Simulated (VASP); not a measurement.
A run of VASP 6.6.1:

INCAR

```
SYSTEM = NaF
PREC = Accurate ; ENCUT = 520
EDIFF = 1E-6 ; ISMEAR = 0
SIGMA = 0.01 ; LREAL = .False.
LASPH = .True. ; NELM = 60
ALGO = Normal ; ISIF = 2
LWAVE = .False. ; LCHARG = .False.
GGA = PE ; NBANDS = 14
```

File KPOINTS:

```
Automatic mesh
0
Gamma
  6 6 6
  0 0 0
```

File POSCAR:

```
NaF
1.0
    0.0000000000      2.3655017480      2.3655017480
    2.3655017480      0.0000000000      2.3655017480
    2.3655017480      2.3655017480      0.0000000000
Na F
1 1
Direct
    0.0000000000      0.0000000000      0.0000000000
    0.5000000000      0.5000000000      0.5000000000
```

Potentials or basis: VASP PAW PBE potentials, release 64 (Na_pv, F).

Launch:

```sh
$ cat potpaw_PBE.64/Na_pv/POTCAR potpaw_PBE.64/F/POTCAR > POTCAR
$ mpirun -np 1 vasp_std > vasp.out
```

Hardware: 1 thread of AMD EPYC 7R13, on a shared host.

Q: How long does it take, and how much memory?

A: It took 9.6 s on 1 thread of AMD EPYC 7R13 (shared host), peak memory 0.11 GiB. Counts: scf iterations 12, k points 16.
